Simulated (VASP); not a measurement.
**Mg: single point with revPBE+D4**

Mg:

```
Mg
1.0
     3.23055    0.00000    0.00000
    -1.61528    2.79774    0.00000
     0.00000    0.00000    5.24481
Mg
2
Cartesian
  1.6153 0.9326 3.9336
  0.0000 1.8652 1.3112
```

```
Program                : VASP 6.6.1
Task                   : single point
Functional             : revPBE
Dispersion             : D4
Potentials or basis    : VASP PAW PBE potentials, release 64 (Mg)
Cutoff                 : 520 eV
k mesh                 : 10 × 10 × 5
Occupations            : fermi-dirac, width 0.05 eV
Spin                   : no spin polarisation
Dipole correction      : no
Further INCAR settings : ALGO = Normal; EDIFF = 1e-06; NBANDS = 9
```

```
Pressure                   : -2.0 GPa
Band gap on the k mesh     : zero (band 2 reaches 3.21 eV, above the bottom of band 3 at 1.34 eV)
Dispersion energy per atom : -0.264 eV
```

Stress tensor (GPa, compression positive):
```
-2.35  0.00  0.00
 0.00 -2.35  0.00
 0.00  0.00 -1.25
```

Levels at points of the mesh, in eV from the Fermi level:
| k point | band 1 | band 2 | band 3 | band 4 | band 5 | band 6 | band 7 |
| --- | --- | --- | --- | --- | --- | --- | --- |
| (0.00, 0.00, 0.00) | -6.82 | -1.68 | -1.25 | 10.74 | 10.74 | 10.82 | 10.82 |
| (0.50, 0.00, 0.00) | -2.13 | -2.12 | 2.59 | 2.96 | 3.18 | 3.60 | 6.71 |

It took 8.8 s on 1 thread of Intel Xeon 6975P-C, on a shared host, peak memory 0.16 GiB.

Caveat: the PAW data sets were made with another functional, which shifts forces and pressure a little; pairwise dispersion overbinds metals, which lowers pressure and volume.
